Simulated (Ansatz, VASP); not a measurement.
## Two plane-wave programs on ZnS

```
Zn S
1.0
     1.90307    1.09874    9.35195
    -1.90307    1.09874    9.35195
     0.00000   -2.19748    9.35195
Zn S
3 3
Direct
  0.99997 0.99997 0.99997
  0.22227 0.22227 0.22227
  0.44461 0.44461 0.44461
  0.08327 0.08327 0.08327
  0.52784 0.52784 0.52784
  0.30536 0.30536 0.30536
```

Alike in both runs: task single point; functional BLYP; k mesh 6 × 6 × 6; no spin polarisation.

|  | VASP | Ansatz |
| --- | --- | --- |
| version | VASP 6.6.1 | Ansatz 0.2.0 |
| potentials or method | VASP PAW PBE potentials, release 64 (Zn, S) | plane waves, PAW |
| plane-wave cutoff (eV) | 500 | 420 |
| occupations | gaussian, width 0.01 eV | fixed |
| valence electrons in the cell | 54 | 54 |

```csv
,VASP,Ansatz,Ansatz less VASP
pressure (GPa),6.4,6.2,-0.14
"traceless stress, the component that is largest in VASP (GPa)",0.09,0.08,-0.002
```

VASP's potentials were made for PBE, not for BLYP.
